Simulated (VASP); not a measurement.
A run of VASP 6.6.1 is set up as follows.

The input INCAR:

```
  ALGO = Normal
  EDIFF = 1E-7
  ENCUT = 520
  GGA = PE
  ISIF = 2
  ISMEAR = 1
  LASPH = True
  LCHARG = False
  LREAL = Auto
  LUSENCCL = False
  LWAVE = False
  NBANDS = 223
  NELM = 80
  PREC = Accurate
  SIGMA = 0.1
```

File KPOINTS:

```
k-points
0
Gamma
  2 2 2
```

File POSCAR:

```
Si36W17
1.0
    9.6876021900      0.0000000000      0.0000000000
    0.0000000000      9.6876021900      0.0000000000
   -3.2292007300     -3.2292007300      7.8679106400
Si W
36 17
Direct
    0.1120303070      0.1116162727      0.3357146669
    0.2242324398      0.2238030250      0.1663342480
    0.1093399025      0.1088609398      0.8338910163
    0.2215155751      0.2210910119      0.6645089452
    0.1116472154      0.4424704611      0.3341392805
    0.2215224170      0.5547818693      0.1655440764
    0.1092385067      0.4454968435      0.8334316822
    0.2221407482      0.5534051763      0.6665693397
    0.1114293895      0.7792716349      0.3336564331
    0.2243633304      0.8872151769      0.1668244671
    0.1120408698      0.7779245295      0.8346942791
    0.2219024727      0.8902162487      0.6661022525
    0.4429128884      0.1111899360      0.3341448728
    0.5552267056      0.2210329664      0.1655342898
    0.4459157993      0.1087582720      0.8334399436
    0.5538681371      0.2216721059      0.6665544692
    0.4512798818      0.4507827516      0.3394657263
    0.5549978882      0.5545666154      0.1662426100
    0.4463851619      0.4459369602      0.8347588452
    0.5568068995      0.5563317561      0.6608687157
    0.4503706185      0.7756931222      0.3399120964
    0.5549772972      0.8887054929      0.1661538952
    0.4444077219      0.7781781366      0.8340999663
    0.5574799011      0.8827127026      0.6603539666
    0.7797286253      0.1110074213      0.3336654571
    0.8876263163      0.2239854200      0.1668287885
    0.7783560026      0.1116203260      0.8347447373
    0.8906604018      0.2214555901      0.6661288161
    0.7760713070      0.4500076497      0.3399011659
    0.8891790395      0.5545263632      0.1661481758
    0.7786342107      0.4439220769      0.8341251319
    0.8832323520      0.5569597679      0.6603558731
    0.7767761513      0.7763173174      0.3394190812
    0.8871822423      0.8867437437      0.1654609539
    0.7785864527      0.7781227672      0.8340146832
    0.8822022552      0.8817830596      0.6607853391
   -0.0002602591     -0.0006985513      0.0002451731
   -0.0004214452     -0.0008499310      0.4988123505
    0.0001556306      0.3329574877      0.0001302760
    0.0003614710      0.3327768548      0.5001261682
   -0.0009216491      0.6664570142     -0.0016501204
    0.0008457172      0.6662369950      0.5000918516
    0.3334017454     -0.0002955862      0.0001277340
    0.3331891999     -0.0000629235      0.5001217197
    0.3338120955      0.3333628616     -0.0000245300
    0.3340018629      0.3335634676      0.5014132952
    0.3344880076      0.6662111665      0.0018839817
    0.3327547100      0.6664637060      0.5001709069
    0.6669034358     -0.0013763792     -0.0016604154
    0.6666820604      0.0003777600      0.5001115519
    0.6666441272      0.3340536743      0.0018785165
    0.6668986260      0.3322573044      0.5001505711
    0.6667975425      0.6663438699      0.0001527725
```

Potentials or basis: VASP PAW PBE potentials, release 64 (Si, W_sv).

Run with:

```bash
$ cat potpaw_PBE.64/Si/POTCAR potpaw_PBE.64/W_sv/POTCAR > POTCAR
$ mpirun -np 1 vasp_std > vasp.out
```

**Question.** What does it give for the largest force?

**Answer.** 0.018 eV/Å.

**Question.** Estimate the band gap on the k mesh.

**Answer.** Zero (bands 191 and 192 overlap by 0.80 eV).

**Question.** Predict the pressure.

**Answer.** -0.8 GPa.

Stress tensor (GPa, compression positive):
```
-0.89 -0.03  0.14
-0.03 -0.89  0.14
 0.14  0.14 -0.54
```

Caveat: the k points lie up to 0.40 Å⁻¹ apart, too coarse for converged energies and pressures of a metal; spin-orbit coupling is left out, which moves the levels of the heavy elements.
